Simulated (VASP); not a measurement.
# Rh: single point with r2SCAN

Rh:

```
CELL_PARAMETERS angstrom
0.00000 1.90081 1.90081
1.90081 0.00000 1.90081
1.90081 1.90081 0.00000
ATOMIC_POSITIONS crystal
Rh 0.00000 0.00000 0.00000
```

* Program: VASP 6.6.1
* Task: single point
* Functional: r2SCAN
* Potentials or basis: VASP PAW PBE potentials, release 64 (Rh_pv)
* Cutoff: 520 eV
* k mesh: 14 × 14 × 14
* Occupations: fermi-dirac, width 0.1 eV
* Spin: no spin polarisation

The pressure is 1.2 GPa.

Levels at points of the mesh, in eV from the Fermi level:
| k point | band 4 | band 5 | band 6 | band 7 | band 8 | band 9 | band 10 | band 11 |
| --- | --- | --- | --- | --- | --- | --- | --- | --- |
| (0.00, 0.00, 0.00) | -8.18 | -3.17 | -3.17 | -3.17 | -1.06 | -1.06 | 16.71 | 17.42 |
| (0.50, 0.00, 0.00) | -6.34 | -3.28 | -3.28 | 0.60 | 0.60 | 0.90 | 9.10 | 16.27 |
| (0.50, 0.50, 0.00) | -6.55 | -6.18 | 0.53 | 1.06 | 1.06 | 3.49 | 12.89 | 14.01 |

Run time: 69 s on 1 thread of Intel(R) Xeon(R) Platinum 8259CL CPU @ 2.50GHz (Skylake/Cascade Lake), with other jobs on the host, peak memory 0.14 GiB.

Caveat: the PAW data sets were made with another functional, which shifts forces and pressure a little.
